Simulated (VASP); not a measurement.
# LiNbO3 (R-3c) in VASP: notebook, part 2 of 3

VASP 6.6.1. Earlier steps stand in the parts before.

## Step 4: Single point, PBE

This run uses another cell than the first one, of 10.19 Å³/atom.

File INCAR:

```
SYSTEM = LiNbO3
PREC = Accurate
ENCUT = 520
EDIFF = 1E-6
ISMEAR = 0
SIGMA = 0.05
LREAL = .FALSE.
LASPH = .TRUE.
NELM = 60
ALGO = Normal
ISIF = 2
LWAVE = .FALSE.
LCHARG = .FALSE.
GGA = PE
NBANDS = 45
```

File KPOINTS:

```
Automatic mesh
0
G
  6 6 6
  0 0 0
```

File POSCAR:

```
LiNbO3
1.0
    2.5506000000      1.4725895967      4.5218333333
   -2.5506000000      1.4725895967      4.5218333333
    0.0000000000     -2.9451791931      4.5218333334
Li Nb O
2 2 6
Direct
    0.2500000000      0.2500000000      0.2500000000
    0.7500000000      0.7500000000      0.7500000000
    0.0000000000      0.0000000000      0.0000000000
    0.5000000000      0.5000000000      0.5000000000
    0.1303353734      0.3696646266      0.7500000000
    0.7500000000      0.1303353734      0.3696646266
    0.3696646266      0.7500000000      0.1303353734
    0.8696646266      0.6303353734      0.2500000000
    0.2500000000      0.8696646266      0.6303353734
    0.6303353734      0.2500000000      0.8696646266
```

Potentials or basis: VASP PAW PBE potentials, release 64 (Li_sv, Nb_sv, O).

Launch:

```bash
$ cat potpaw_PBE.64/Li_sv/POTCAR potpaw_PBE.64/Nb_sv/POTCAR potpaw_PBE.64/O/POTCAR > POTCAR
$ mpirun -np 1 vasp_std > vasp.out
```

OUTCAR:

```text
SYSTEM = LiNbO3
   PREC = Accurate
   ENCUT = 520
   EDIFF = 1E-6
   ISMEAR = 0
   LREAL = .FALSE.
   LASPH = .TRUE.
   NELM = 60
   ISIF = 2
   GGA = PE

 ion  position               nearest neighbor table
   1  0.250  0.250  0.250-   8 1.94   9 1.94  10 1.94
   2  0.750  0.750  0.750-   5 1.94   6 1.94   7 1.94
   3  0.000  0.000  0.000-   7 1.95  10 1.95   9 1.95   6 1.95   5 1.95   8 1.95
   4  0.500  0.500  0.500-   6 1.95   9 1.95   7 1.95  10 1.95   5 1.95   8 1.95
   5  0.130  0.370  0.750-   2 1.94   3 1.95   4 1.95
   6  0.750  0.130  0.370-   2 1.94   4 1.95   3 1.95
   7  0.370  0.750  0.130-   2 1.94   3 1.95   4 1.95
   8  0.870  0.630  0.250-   1 1.94   3 1.95   4 1.95
   9  0.250  0.870  0.630-   1 1.94   4 1.95   3 1.95
  10  0.630  0.250  0.870-   1 1.94   3 1.95   4 1.95

  LATTYP: Found a trigonal (rhomboedric) cell.
 ALAT       =     5.3963929781
 COS(alpha) =     0.5532057562

  Lattice vectors:

 A1 = (   2.5506000000,   1.4725895967,   4.5218333333)
 A2 = (  -2.5506000000,   1.4725895967,   4.5218333333)
 A3 = (   0.0000000000,  -2.9451791931,   4.5218333334)

Analysis of symmetry for initial positions (statically):
=====================================================================
 Subroutine PRICEL returns:
 Original cell was already a primitive cell.

 Routine SETGRP: Setting up the symmetry group for a
 trigonal (rhombohedral) supercell.

 Subroutine GETGRP returns: Found 12 space group operations
 (whereof  6 operations were pure point group operations)
 out of a pool of 12 trial point group operations.

The static configuration has the point symmetry S_6 .
 The point group associated with its full space group is D_3d.

Analysis of symmetry for dynamics (positions and initial velocities):
[... 153 lines left out ...]
   GGA     = PE    functional components
   LHFCALC =     F    Hartree Fock is set to
   AEXX    =    0.0000 exact exchange contribution
   IVDW    =     0    specifies the selected vdW correction
   LEPSILON=     F    determine dielectric tensor
   LRPA    =     F    only Hartree local field effects (RPA)
 non-spin polarized calculation
 Gauss-broadening in eV      SIGMA  =   0.05
  energy-cutoff  :      520.00
  volume of cell :      101.90
 maximum number of plane-waves:      2766
   NGX = 21   NGY = 21   NGZ = 21

 number of electron      68.0000006 magnetization

 Free energy of the ion-electron system (eV)
  ---------------------------------------------------
  ext. energy  EPLUGINS =         0.00000000
  ---------------------------------------------------
  free energy    TOTEN  =       -79.44674614 eV

  energy without entropy =      -79.44674614  energy(sigma->0) =      -79.44674614

 E-fermi :   4.5268     XC(G=0): -11.0077

 val. band max:        4.1304510801   @ k =  -0.1667   0.1667   0.0000
 cond. band min:       6.8308613252   @ k =   0.5000   0.5000   0.0000
 fundamental gap:      2.7004102451
 Fermi energy:         4.5268081609

 k-point     1 :       0.0000    0.0000    0.0000
  band No.  band energies     occupation
      1     -50.1098      2.00000
      2     -50.0899      2.00000
      3     -38.6824      2.00000
      4     -38.6800      2.00000
      5     -26.4374      2.00000
      6     -26.4374      2.00000
[... 1141 lines left out ...]
     44      14.3342      0.00000
     45      14.6513      0.00000

 [... further k-points ...]

------------------------ aborting loop because EDIFF is reached ----------------------------------------

  FORCE on cell =-STRESS in cart. coord.  units (eV):
  Direction    XX          YY          ZZ          XY          YZ          ZX
  --------------------------------------------------------------------------------------
  -------------------------------------------------------------------------------------
  Total        9.8251070      9.8251070      8.4920026      0.0000000     -0.0000000     -0.0000000
  in kB      154.4749231    154.4749231    133.5152328      0.0000000     -0.0000000     -0.0000000
  external PRESSURE =     147.4883596 kB  Pullay stress =       0.0000000 kB

 VOLUME and BASIS-vectors are now :
 -----------------------------------------------------------------------------
  energy-cutoff  :      520.00
  volume of cell :      101.90
      direct lattice vectors                 reciprocal lattice vectors
     2.550600000  1.472589597  4.521833333     0.196032306  0.113179305  0.073716413
    -2.550600000  1.472589597  4.521833333    -0.196032306  0.113179305  0.073716413
     0.000000000 -2.945179193  4.521833333     0.000000000 -0.226358609  0.073716413

 POSITION                                       TOTAL-FORCE (eV/Angst)
 -----------------------------------------------------------------------------------
      0.00000      0.00000      3.39138         0.000000     -0.000000     -0.000000
      0.00000      0.00000     10.17413         0.000000      0.000000     -0.000000
      0.00000      0.00000      0.00000         0.000000      0.000000     -0.000000
      0.00000      0.00000      6.78275        -0.000000      0.000000     -0.000000
     -0.61043     -1.47259      5.65229        -0.502338      0.000000      0.000000
      1.58052      0.20764      5.65229         0.251169     -0.435037      0.000000
     -0.97008      1.26495      5.65229         0.251169      0.435037     -0.000000
      0.61043      1.47259      7.91321         0.502338     -0.000000     -0.000000
     -1.58052     -0.20764      7.91321        -0.251169      0.435037     -0.000000
      0.97008     -1.26495      7.91321        -0.251169     -0.435037      0.000000
 -----------------------------------------------------------------------------------
    total drift:                               -0.000000      0.000000     -0.000000

  FREE ENERGIE OF THE ION-ELECTRON SYSTEM (eV)
  ---------------------------------------------------
  free  energy   TOTEN  =       -79.4467461397 eV

  energy  without entropy=      -79.4467461397  energy(sigma->0) =      -79.44674614
```

Run time: 72 s. Hardware: 1 thread of Intel Xeon 6975P-C (Granite Rapids), shared host; peak memory 0.3 GiB.

Results:

```
Free energy            : -79.4467 eV
Largest force          : 0.502 eV/Å
Band gap on the k mesh : 2.70 eV (least direct gap 2.82 eV)
```

Forces on the atoms (eV/Å):
```
Li   0.000  0.000  0.000
Li   0.000  0.000  0.000
Nb   0.000  0.000  0.000
Nb   0.000  0.000  0.000
O   -0.502  0.000  0.000
O    0.251 -0.435  0.000
O    0.251  0.435  0.000
O    0.502  0.000  0.000
O   -0.251  0.435  0.000
O   -0.251 -0.435  0.000
```

Caveat: the cutoff is under 1.25 times the usual one of these potentials, so pressure, stress and relaxed cells hold a basis-set (Pulay) error. A k mesh can miss the band edges.

## Step 5: Single point, PBE

This run uses another cell than the first one, of 10.20 Å³/atom.

INCAR is that of step 4.

KPOINTS is that of step 4.

Edit POSCAR of step 4 so:

```diff
@@ -2,5 +2,5 @@
 1.0
-    2.5506000000      1.4725895967      4.5218333333
-   -2.5506000000      1.4725895967      4.5218333333
-    0.0000000000     -2.9451791931      4.5218333334
+    2.4896500000      1.4374000978      4.7517666666
+   -2.4896500000      1.4374000978      4.7517666666
+    0.0000000000     -2.8748001953      4.7517666667
 Li Nb O
```

Potentials or basis: VASP PAW PBE potentials, release 64 (Li_sv, Nb_sv, O).

Launch:

```bash
$ cat potpaw_PBE.64/Li_sv/POTCAR potpaw_PBE.64/Nb_sv/POTCAR potpaw_PBE.64/O/POTCAR > POTCAR
$ mpirun -np 1 vasp_std > vasp.out
```

OUTCAR:

```text
SYSTEM = LiNbO3
   PREC = Accurate
   ENCUT = 520
   EDIFF = 1E-6
   ISMEAR = 0
   LREAL = .FALSE.
   LASPH = .TRUE.
   NELM = 60
   ISIF = 2
   GGA = PE

 ion  position               nearest neighbor table
   1  0.250  0.250  0.250-   8 1.89   9 1.89  10 1.89
   2  0.750  0.750  0.750-   5 1.89   6 1.89   7 1.89
   3  0.000  0.000  0.000-   7 1.96  10 1.96   8 1.96   5 1.96   9 1.96   6 1.96
   4  0.500  0.500  0.500-   6 1.96   9 1.96   8 1.96   5 1.96   7 1.96  10 1.96
   5  0.130  0.370  0.750-   2 1.89   3 1.96   4 1.96
   6  0.750  0.130  0.370-   2 1.89   4 1.96   3 1.96
   7  0.370  0.750  0.130-   2 1.89   3 1.96   4 1.96
   8  0.870  0.630  0.250-   1 1.89   3 1.96   4 1.96
   9  0.250  0.870  0.630-   1 1.89   4 1.96   3 1.96
  10  0.630  0.250  0.870-   1 1.89   3 1.96   4 1.96

  LATTYP: Found a trigonal (rhomboedric) cell.
 ALAT       =     5.5537161088
 COS(alpha) =     0.5980803510

  Lattice vectors:

 A1 = (   2.4896500000,   1.4374000978,   4.7517666666)
[... 204 lines left out ...]
  band No.  band energies     occupation
      1     -50.1871      2.00000
      2     -50.1683      2.00000
      3     -38.5537      2.00000
      4     -38.5515      2.00000
      5     -26.4968      2.00000
      6     -26.4956      2.00000
[... 1141 lines left out ...]
     44      14.1740      0.00000
     45      14.5838      0.00000

 [... further k-points ...]

------------------------ aborting loop because EDIFF is reached ----------------------------------------

  FORCE on cell =-STRESS in cart. coord.  units (eV):
  Direction    XX          YY          ZZ          XY          YZ          ZX
  --------------------------------------------------------------------------------------
  -------------------------------------------------------------------------------------
  Total       12.5317424     12.5317424      3.1822417      0.0000000     -0.0000000      0.0000000
  in kB      196.7885012    196.7885012     49.9713888      0.0000000     -0.0000000      0.0000000
  external PRESSURE =     147.8494637 kB  Pullay stress =       0.0000000 kB

 VOLUME and BASIS-vectors are now :
 -----------------------------------------------------------------------------
  energy-cutoff  :      520.00
  volume of cell :      102.03
      direct lattice vectors                 reciprocal lattice vectors
     2.489650000  1.437400098  4.751766667     0.200831442  0.115950087  0.070149348
    -2.489650000  1.437400098  4.751766667    -0.200831442  0.115950087  0.070149348
     0.000000000 -2.874800195  4.751766667     0.000000000 -0.231900174  0.070149348

 POSITION                                       TOTAL-FORCE (eV/Angst)
 -----------------------------------------------------------------------------------
      0.00000      0.00000      3.56382         0.000000      0.000000     -0.000000
      0.00000      0.00000     10.69147        -0.000000     -0.000000     -0.000000
      0.00000      0.00000      0.00000         0.000000     -0.000000     -0.000000
      0.00000      0.00000      7.12765        -0.000000      0.000000     -0.000000
     -0.59585     -1.43740      5.93971        -0.546403      0.000000     -0.000000
      1.54275      0.20268      5.93971         0.273201     -0.473198      0.000000
     -0.94690      1.23472      5.93971         0.273201      0.473198     -0.000000
      0.59585      1.43740      8.31559         0.546403      0.000000      0.000000
     -1.54275     -0.20268      8.31559        -0.273201      0.473198     -0.000000
      0.94690     -1.23472      8.31559        -0.273201     -0.473198      0.000000
 -----------------------------------------------------------------------------------
    total drift:                               -0.000000     -0.000000     -0.000000

  FREE ENERGIE OF THE ION-ELECTRON SYSTEM (eV)
  ---------------------------------------------------
  free  energy   TOTEN  =       -79.1975402383 eV

  energy  without entropy=      -79.1975402383  energy(sigma->0) =      -79.19754024
```

OSZICAR:

```text
N       E                     dE             d eps       ncg     rms          rms(c)
DAV:   1     0.739360838315E+03    0.73936E+03   -0.37060E+04  2880   0.160E+03
DAV:   2    -0.301872194455E+02   -0.76955E+03   -0.74226E+03  3709   0.551E+02
DAV:   3    -0.919535829789E+02   -0.61766E+02   -0.61240E+02  4320   0.145E+02
DAV:   4    -0.973474721527E+02   -0.53939E+01   -0.53742E+01  5128   0.378E+01
DAV:   5    -0.975928732355E+02   -0.24540E+00   -0.24531E+00  4296   0.617E+00    0.279E+01
DAV:   6    -0.790009143301E+02    0.18592E+02   -0.79931E+01  4176   0.534E+01    0.877E+00
DAV:   7    -0.791608993578E+02   -0.15999E+00   -0.69679E+00  4696   0.137E+01    0.552E+00
DAV:   8    -0.791801441338E+02   -0.19245E-01   -0.68936E-01  4376   0.523E+00    0.153E+00
DAV:   9    -0.791914723694E+02   -0.11328E-01   -0.61439E-02  4358   0.163E+00    0.838E-01
DAV:  10    -0.791974750617E+02   -0.60027E-02   -0.19648E-02  3736   0.985E-01    0.109E-01
DAV:  11    -0.791974873231E+02   -0.12261E-04   -0.14223E-03  4334   0.219E-01    0.451E-02
DAV:  12    -0.791975345199E+02   -0.47197E-04   -0.21695E-04  4531   0.105E-01    0.201E-02
DAV:  13    -0.791975408556E+02   -0.63357E-05   -0.16201E-05  4152   0.231E-02    0.562E-03
DAV:  14    -0.791975402383E+02    0.61735E-06   -0.33058E-06  2899   0.120E-02
   1 F= -.79197540E+02 E0= -.79197540E+02  d E =-.620596E-12
```

stdout:

```text
POSCAR found type information on POSCAR LiNbO
 POSCAR found :  3 types and      10 ions
 scaLAPACK will be used
 LDA part: xc-table for (Slater+PW92), standard interpolation
 POSCAR, INCAR and KPOINTS ok, starting setup
 FFT: planning ... GRIDC
 FFT: planning ... GRID_SOFT
 FFT: planning ... GRID
 WAVECAR not read
 entering main loop
```

It took 92 s on 1 thread of Intel Xeon 6975P-C (Granite Rapids), shared host; peak memory 0.31 GiB.

What came out:

| Quantity | Value |
| --- | --- |
| Free energy | -79.1975 eV |
| Largest force | 0.546 eV/Å |
| Band gap on the k mesh | 2.54 eV (least direct gap 2.68 eV) |

Forces in eV/Å, atoms in the order of the input:
```
Li   0.000  0.000  0.000
Li   0.000  0.000  0.000
Nb   0.000  0.000  0.000
Nb   0.000  0.000  0.000
O   -0.546  0.000  0.000
O    0.273 -0.473  0.000
O    0.273  0.473  0.000
O    0.546  0.000  0.000
O   -0.273  0.473  0.000
O   -0.273 -0.473  0.000
```

Caveat: the cutoff is under 1.25 times the usual one of these potentials, so pressure, stress and relaxed cells hold a basis-set (Pulay) error. A k mesh can miss the band edges.

## Step 6: Single point, PBE

This run uses another cell than the first one, of 10.32 Å³/atom.

File INCAR:

```
PREC = Accurate
ENCUT = 520
EDIFF = 1E-7
ISMEAR = 0
SIGMA = 0.05
LREAL = F
LASPH = T
NELM = 60
ALGO = Normal
ISIF = 2
LWAVE = F
LCHARG = F
GGA = PE
NBANDS = 45
```

File KPOINTS:

```
regular mesh
0
Gamma
  6 6 6
```

Edit POSCAR of step 5 so:

```diff
@@ -2,5 +2,5 @@
 1.0
-    2.4896500000      1.4374000978      4.7517666666
-   -2.4896500000      1.4374000978      4.7517666666
-    0.0000000000     -2.8748001953      4.7517666667
+    2.6115267350      1.5077656635      4.3685666666
+   -2.6115267350      1.5077656635      4.3685666666
+    0.0000000000     -3.0155313269      4.3685666667
 Li Nb O
```

Potentials or basis: VASP PAW PBE potentials, release 64 (Li_sv, Nb_sv, O).

Launch:

```bash
$ cat potpaw_PBE.64/Li_sv/POTCAR potpaw_PBE.64/Nb_sv/POTCAR potpaw_PBE.64/O/POTCAR > POTCAR
$ mpirun -np 1 vasp_std > vasp.out
```

Run time: 83 s. Hardware: 1 thread of Intel Xeon 6975P-C (Granite Rapids), shared host; peak memory 0.31 GiB.

It converged, with:

| Quantity | Value |
| --- | --- |
| Free energy | -79.4838 eV |
| Largest force | 0.302 eV/Å |
| Band gap on the k mesh | 2.62 eV (least direct gap 2.67 eV) |

Forces in eV/Å, atoms in the order of the input:
```
Li   0.000  0.000  0.000
Li   0.000  0.000  0.000
Nb   0.000  0.000  0.000
Nb   0.000  0.000  0.000
O   -0.302  0.000  0.000
O    0.151 -0.262  0.000
O    0.151  0.262  0.000
O    0.302  0.000  0.000
O   -0.151  0.262  0.000
O   -0.151 -0.262  0.000
```

Levels at points of the mesh, in eV from the valence-band top:
| k point | band 32 | band 33 | band 34 | band 35 | band 36 | band 37 |
| --- | --- | --- | --- | --- | --- | --- |
| (0.00, 0.00, 0.00) | -0.34 | -0.34 | 0.00 | 2.67 | 2.70 | 2.70 |
| (0.50, 0.00, 0.00) | -0.28 | -0.26 | -0.26 | 4.35 | 4.35 | 4.39 |
| (0.50, 0.50, 0.00) | -0.52 | -0.37 | -0.21 | 2.62 | 3.75 | 4.13 |
| (0.50, 0.50, 0.50) | -0.46 | -0.46 | -0.46 | 4.13 | 4.13 | 4.66 |

Caveat: the cutoff is under 1.25 times the usual one of these potentials, so pressure, stress and relaxed cells hold a basis-set (Pulay) error. A k mesh can miss the band edges.

[end of part 2 of 3]
